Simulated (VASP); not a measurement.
# Li2S (Fm-3m) in VASP: single point with HSE06

Aim: the single point of Li2S with HSE06.

All numbers are computed with VASP 6.6.1; they aren't measurements. Logs are shortened: lines on timing, memory, paths and dates and some standing lists are left out, and cuts for length are marked.

**1. The cell of the first run**

Symmetry: Fm-3m, No. 225, cubic system. The conventional cell has a = 5.691 Å, b = 5.691 Å, c = 5.691 Å, α = 90.00°, β = 90.00°, γ = 90.00°. Within 3.3 Å of S (site symmetry m-3m) lie 8 Li at 2.46 Å. Within 3.3 Å of Li (site symmetry -43m) lie 4 S at 2.46 Å and 6 Li at 2.85 Å.

**2. Single point, HSE06**

Contents of POSCAR:

```
Li2S
1.0
    0.0000000000      2.8452942241      2.8452942241
    2.8452942241      0.0000000000      2.8452942241
    2.8452942241      2.8452942241      0.0000000000
S Li
1 2
Direct
    0.0000000000      0.0000000000      0.0000000000
    0.2500000000      0.2500000000      0.2500000000
    0.7500000000      0.7500000000      0.7500000000
```

Contents of INCAR.step1:

```
ALGO = Normal
EDIFF = 1E-5
ENCUT = 650
GGA = PE
GGA_COMPAT = False
ISIF = 2
ISMEAR = 0
LASPH = True
LCHARG = False
LREAL = False
LWAVE = True
NBANDS = 13
NELM = 120
PREC = Accurate
SIGMA = 0.01
```

Contents of INCAR.step2:

```
ALGO = Normal
EDIFF = 1E-6
ENCUT = 650
GGA = PE
GGA_COMPAT = False
HFSCREEN = 0.2079
ISIF = 2
ISMEAR = 0
ISTART = 1
LASPH = True
LCHARG = False
LHFCALC = True
LREAL = False
LWAVE = False
NBANDS = 13
NELM = 120
PREC = Accurate
PRECFOCK = Normal
SIGMA = 0.01
```

Contents of KPOINTS:

```
k-points
0
Gamma
  6 6 6
```

Potentials or basis: VASP PAW PBE potentials, release 64 (S, Li_sv).

The run is started by

```
$ cat potpaw_PBE.64/S/POTCAR potpaw_PBE.64/Li_sv/POTCAR > POTCAR
$ cp INCAR.step1 INCAR
$ mpirun -np 1 vasp_std > vasp.out
$ cp INCAR.step2 INCAR
$ mpirun -np 1 vasp_std > vasp.out
```

OUTCAR:

```text
EDIFF = 1E-6
   ENCUT = 650
   GGA = PE
   HFSCREEN = 0.2079
   ISIF = 2
   ISMEAR = 0
   ISTART = 1
   LASPH = True
   LHFCALC = True
   LREAL = False
   NELM = 120
   PREC = Accurate
   PRECFOCK = Normal

 ion  position               nearest neighbor table
   1  0.000  0.000  0.000-   3 2.46   3 2.46   3 2.46   2 2.46   3 2.46   2 2.46   2 2.46   2 2.46

   2  0.250  0.250  0.250-   1 2.46   1 2.46   1 2.46   1 2.46
   3  0.750  0.750  0.750-   1 2.46   1 2.46   1 2.46   1 2.46

  LATTYP: Found a face centered cubic cell.
 ALAT       =     5.6905884482

  Lattice vectors:

 A1 = (   0.0000000000,   2.8452942241,   2.8452942241)
 A2 = (   2.8452942241,   0.0000000000,   2.8452942241)
 A3 = (   2.8452942241,   2.8452942241,   0.0000000000)

Analysis of symmetry for initial positions (statically):
=====================================================================
 Subroutine PRICEL returns:
 Original cell was already a primitive cell.

 Routine SETGRP: Setting up the symmetry group for a
 face centered cubic supercell.

 Subroutine GETGRP returns: Found 48 space group operations
 (whereof 48 operations were pure point group operations)
 out of a pool of 48 trial point group operations.

The static configuration has the point symmetry O_h .

Analysis of symmetry for dynamics (positions and initial velocities):
=====================================================================
 Subroutine PRICEL returns:
 Original cell was already a primitive cell.

 Routine SETGRP: Setting up the symmetry group for a
 face centered cubic supercell.

 Subroutine GETGRP returns: Found 48 space group operations
 (whereof 48 operations were pure point group operations)
 out of a pool of 48 trial point group operations.

The dynamic configuration has the point symmetry O_h .

 Subroutine INISYM returns: Found 48 space group operations
 (whereof 48 operations are pure point group operations),
 and found     1 'primitive' translations

----------------------------------------------------------------------------------------

                                     Primitive cell

  volume of cell :      46.0693

  direct lattice vectors                    reciprocal lattice vectors
     0.000000000  2.845294224  2.845294224    -0.175728751  0.175728751  0.175728751
     2.845294224  0.000000000  2.845294224     0.175728751 -0.175728751  0.175728751
     2.845294224  2.845294224  0.000000000     0.175728751  0.175728751 -0.175728751

  length of vectors
     4.023853681  4.023853681  4.023853681     0.304371125  0.304371125  0.304371125

  position of ions in fractional coordinates (direct lattice)
     0.000000000  0.000000000  0.000000000
     0.250000000  0.250000000  0.250000000
     0.750000000  0.750000000  0.750000000

  ion indices of the primitive-cell ions
   primitive index   ion index
                 1           1
                 2           2
                 3           3

----------------------------------------------------------------------------------------

 KPOINTS: k-points

Automatic generation of k-mesh.
 Grid dimensions read from file:
 generate k-points for:    6    6    6

 Generating k-lattice:

  Cartesian coordinates                     Fractional coordinates (reciprocal lattice)
    -0.029288125  0.029288125  0.029288125     0.166666667  0.000000000  0.000000000
     0.029288125 -0.029288125  0.029288125     0.000000000  0.166666667  0.000000000
     0.029288125  0.029288125 -0.029288125     0.000000000  0.000000000  0.166666667

  Length of vectors
     0.050728521  0.050728521  0.050728521

  Shift w.r.t. Gamma in fractional coordinates (k-lattice)
     0.000000000  0.000000000  0.000000000

 Subroutine IBZKPT returns following result:
 ===========================================

 Found     16 irreducible k-points:

 Following reciprocal coordinates:
            Coordinates               Weight
  0.000000  0.000000  0.000000      1.000000
  0.166667  0.000000  0.000000      8.000000
  0.333333  0.000000  0.000000      8.000000
  0.500000  0.000000  0.000000      4.000000
  0.166667  0.166667  0.000000      6.000000
  0.333333  0.166667  0.000000     24.000000
[... 8 lines left out ...]
 -0.333333  0.333333  0.166667     24.000000
 -0.333333  0.500000  0.166667     12.000000
   k-points           NKPTS =     16   k-points in BZ     NKDIM =    216   number of bands    NBANDS=     13
   number of dos      NEDOS =    301   number of ions     NIONS =      3
   total plane-waves  NPLWV =  46656
   dimension x,y,z NGX =    36 NGY =   36 NGZ =   36
   dimension x,y,z NGXF=    72 NGYF=   72 NGZF=   72
   ions per type =               1   2
   NGX,Y,Z   is equivalent  to a cutoff of  14.87, 14.87, 14.87 a.u.
   NGXF,Y,Z  is equivalent  to a cutoff of  29.75, 29.75, 29.75 a.u.
 SYSTEM =  unknown system
   PREC   = accura    normal or accurate (medium, high low for compatibility)
   ISTART =      1    job   : 0-new  1-cont  2-samecut
   ICHARG =      0    charge: 1-file 2-atom 10-const
   ISPIN  =      1    spin polarized calculation?
   LNONCOLLINEAR =      F non collinear calculations
   LSORBIT =      F    spin-orbit coupling
   LASPH  =      T    aspherical Exc in radial PAW
   ENCUT  =  650.0 eV  47.77 Ry    6.91 a.u.   8.36  8.36  8.36*2*pi/ulx,y,z
   NELM   =    120;   NELMIN=  2; NELMDL=  0     # of ELM steps
   EDIFF  = 0.1E-05   stopping-criterion for ELM
   LREAL  =      F    real-space projection
   EDIFFG = 0.1E-04   stopping-criterion for IOM
   NSW    =      0    number of steps for IOM
   IBRION =     -1    ionic relax: 0-MD 1-quasi-New 2-CG
   NFREE  =      0    steps in history (QN), initial steepest desc. (CG)
   ISIF   =      2    stress and relaxation
   ISYM   =      3    0-nonsym 1-usesym 2-fastsym
   POTIM  = 0.5000    time-step for ionic-motion
   TEBEG  =    0.0;   TEEND  =   0.0 temperature during run
   PSTRESS=    0.0 pullay stress
   NELECT =      12.0000    total number of electrons
   NUPDOWN=      -1.0000    fix difference up-down
   EMIN   =  10.00;   EMAX   =-10.00  energy-range for DOS
   EFERMI =   0.00;   METHOD = LEGACY
   ISMEAR =     0;   SIGMA  =   0.01  broadening in eV -4-tet -1-fermi 0-gaus
   EFERMI_NEDOS =   21; number of points for ismear=-14 and -15
   IALGO  =     38    algorithm
   IMIX   =      1    mixing-type and parameters
     AMIX     =   0.40;   BMIX     =  1.00
     AMIX_MAG =   1.60;   BMIX_MAG =  1.00
  volume/ion in A,a.u.               =      15.36       103.63
  Fermi-wavevector in a.u.,A,eV,Ry     =   1.045518  1.975742 14.872628  1.093107
  Thomas-Fermi vector in A             =   2.180317
   LORBIT       =      0    0 simple, 1 ext, 2 COOP (PROOUT), +10 PAW based schemes
   GGA     = PE    functional components
   LHFCALC =     T    Hartree Fock is set to
   PRECFOCK=normal    Normal, Fast or Accurate (Low or Medium for compatibility)
   ENCUT4O =  -1.0   cutoff for four orbital integrals eV
   NKREDX  =     1    reduce k-point grid by
   NKREDY  =     1    reduce k-point grid by
   NKREDZ  =     1    reduce k-point grid by
   AEXX    =    0.2500 exact exchange contribution
   HFSCREEN=    0.2079 screening length (either q_TF or 0.3 A-1)
   HFSCREENC=   0.2079 screening length for correlation (either q_TF or 0.3 A-1)
   ENCUTFOCK=  -1.0 apply spherical cutoff to Coloumb kernel
   IVDW    =     0    specifies the selected vdW correction
   LEPSILON=     F    determine dielectric tensor
   LRPA    =     F    only Hartree local field effects (RPA)
 non-spin polarized calculation
 Gauss-broadening in eV      SIGMA  =   0.01
  energy-cutoff  :      650.00
  volume of cell :       46.07
 maximum number of plane-waves:      1759
 NGX is ok and might be reduce to    36
  NGX = 28; NGY = 28; NGZ = 28

 number of electron      11.9999998 magnetization

 Free energy of the ion-electron system (eV)
  ---------------------------------------------------
  ext. energy  EPLUGINS =         0.00000000
  ---------------------------------------------------
  free energy    TOTEN  =       -13.51716547 eV

  energy without entropy =      -13.51716547  energy(sigma->0) =      -13.51716547

 E-fermi :   0.8386     XC(G=0):  -7.1206

 val. band max:        0.7719971408   @ k =   0.0000   0.0000   0.0000
 cond. band min:       5.1020151709   @ k =   0.5000   0.5000   0.0000
 fundamental gap:      4.3300180301
 Fermi energy:         0.8386212016

 k-point     1 :       0.0000    0.0000    0.0000
  band No.  band energies     occupation
      1     -46.3721      2.00000
      2     -46.3280      2.00000
      3     -11.4185      2.00000
      4       0.7720      2.00000
      5       0.7720      2.00000
      6       0.7720      2.00000
      7       6.1179      0.00000
      8       8.1620      0.00000
      9       8.1620      0.00000
     10       8.1620      0.00000
     11      13.2948      0.00000
     12      13.2948      0.00000
     13      14.5247      0.00000

 k-point     2 :       0.1667    0.0000    0.0000
  band No.  band energies     occupation
      1     -46.3690      2.00000
      2     -46.3305      2.00000
      3     -11.3059      2.00000
      4      -0.2476      2.00000
      5       0.6151      2.00000
      6       0.6151      2.00000
      7       6.8106      0.00000
      8       8.5551      0.00000
      9       8.5551      0.00000
     10       8.7986      0.00000
     11      11.9919      0.00000
     12      11.9919      0.00000
     13      14.7850      0.00000
[... 193 lines left out ...]
 k-point    15 :      -0.3333    0.3333    0.1667
  band No.  band energies     occupation
      1     -46.3486      2.00000
      2     -46.3484      2.00000
      3     -10.8008      2.00000
      4      -1.8033      2.00000
      5      -0.9275      2.00000
      6      -0.4953      2.00000
      7       7.4623      0.00000
      8       8.8867      0.00000
      9      11.0668      0.00000
     10      11.5903      0.00000
     11      11.8871      0.00000
     12      13.9703      0.00000
     13      15.6414      0.00000

 k-point    16 :      -0.3333    0.5000    0.1667
  band No.  band energies     occupation
      1     -46.3522      2.00000
      2     -46.3446      2.00000
      3     -10.7627      2.00000
      4      -1.4440      2.00000
      5      -1.0290      2.00000
      6      -1.0155      2.00000
      7       6.4474      0.00000
      8       9.9326      0.00000
      9      10.4132      0.00000
     10      12.2210      0.00000
     11      13.7324      0.00000
     12      14.6992      0.00000
     13      14.9049      0.00000

------------------------ aborting loop because EDIFF is reached ----------------------------------------

  FORCE on cell =-STRESS in cart. coord.  units (eV):
  Direction    XX          YY          ZZ          XY          YZ          ZX
  --------------------------------------------------------------------------------------
  -------------------------------------------------------------------------------------
  Total       -0.1700627     -0.1700627     -0.1700627      0.0000000      0.0000000      0.0000000
  in kB       -5.9143654     -5.9143654     -5.9143654      0.0000000      0.0000000      0.0000000
  external PRESSURE =      -5.9143654 kB  Pullay stress =       0.0000000 kB

 VOLUME and BASIS-vectors are now :
 -----------------------------------------------------------------------------
  energy-cutoff  :      650.00
  volume of cell :       46.07
      direct lattice vectors                 reciprocal lattice vectors
     0.000000000  2.845294224  2.845294224    -0.175728751  0.175728751  0.175728751
     2.845294224  0.000000000  2.845294224     0.175728751 -0.175728751  0.175728751
     2.845294224  2.845294224  0.000000000     0.175728751  0.175728751 -0.175728751

 POSITION                                       TOTAL-FORCE (eV/Angst)
 -----------------------------------------------------------------------------------
      0.00000      0.00000      0.00000         0.000000      0.000000     -0.000000
      1.42265      1.42265      1.42265        -0.000000     -0.000000     -0.000000
      4.26794      4.26794      4.26794         0.000000      0.000000      0.000000
 -----------------------------------------------------------------------------------
    total drift:                                0.000000      0.000000      0.000000

  FREE ENERGIE OF THE ION-ELECTRON SYSTEM (eV)
  ---------------------------------------------------
  free  energy   TOTEN  =       -13.5171654676 eV

  energy  without entropy=      -13.5171654676  energy(sigma->0) =      -13.51716547
```

Run time: 48 min. Hardware: 1 thread of Oxide Virtual Turin-like, shared host; peak memory 0.3 GiB.

What came out:

```
Free energy            : -13.5172 eV
Pressure               : -0.6 GPa
Band gap on the k mesh : 4.33 eV (least direct gap 5.35 eV)
```

Levels at points of the mesh, in eV from the valence-band top:
```csv
k point,band 3,band 4,band 5,band 6,band 7,band 8,band 9,band 10
"(0.00, 0.00, 0.00)",-12.19,0.00,0.00,0.00,5.35,7.39,7.39,7.39
"(0.50, 0.00, 0.00)",-11.69,-3.16,-0.55,-0.55,7.28,7.72,7.72,9.65
"(0.50, 0.50, 0.00)",-11.54,-2.41,-1.54,-1.54,4.33,8.25,12.56,12.56
```

Caveat: the structure was generated, so it needn't be the stable form of Li2S; the PAW data sets were made with another functional, which shifts forces and pressure a little. A k mesh can miss the band edges.
